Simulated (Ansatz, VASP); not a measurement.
One calculation of Al2O3, two programs

```xyz
10
Lattice="2.3803 1.3742 4.4185 -2.3803 1.3742 4.4185 0.0000 -2.7485 4.4185" Properties=species:S:1:pos:R:3 pbc="T T T"
Al    0.0000    0.0000    4.6601
Al    0.0000    0.0000    1.9677
Al    0.0000    0.0000    8.5954
Al    0.0000    0.0000   11.2878
O    -0.9188    1.3742    7.7324
O    -0.7307   -1.4828    7.7324
O     1.6495    0.1086    7.7324
O     0.9188   -1.3742    5.5231
O     0.7307    1.4828    5.5231
O    -1.6495   -0.1086    5.5231
```

Change from the starting cell: z stretched by +2 %, ions relaxed.

Alike in both runs: functional PBE; k mesh 8 × 8 × 8; occupations fermi-dirac, width 0.02 eV; no spin polarisation.

Ansatz relaxed the structure, and its values are those at the end. VASP's run is a single point on that final structure, the one shown.

```csv
,VASP,Ansatz
version,VASP 6.6.1,Ansatz 0.2.0
potentials or method,"VASP PAW PBE potentials, release 64 (Al, O)","plane-wave PAW, scalar-relativistic"
plane-wave cutoff (eV),520,420
valence electrons in the cell,48,48
```

|  | VASP | Ansatz | Ansatz less VASP |
| --- | --- | --- | --- |
| gap on the k mesh at the Fermi level (eV) | 5.97 | 5.97 | +0.003 |
| pressure (GPa) | 2.4 | 2.6 | +0.15 |
| rms of the force components (eV/Å) | 0.010 | 0.010 | +0.0002 |

With one functional, cell and mesh, what is left measures potentials, basis and numerics. Ansatz's warnings: stress scf threshold loose.
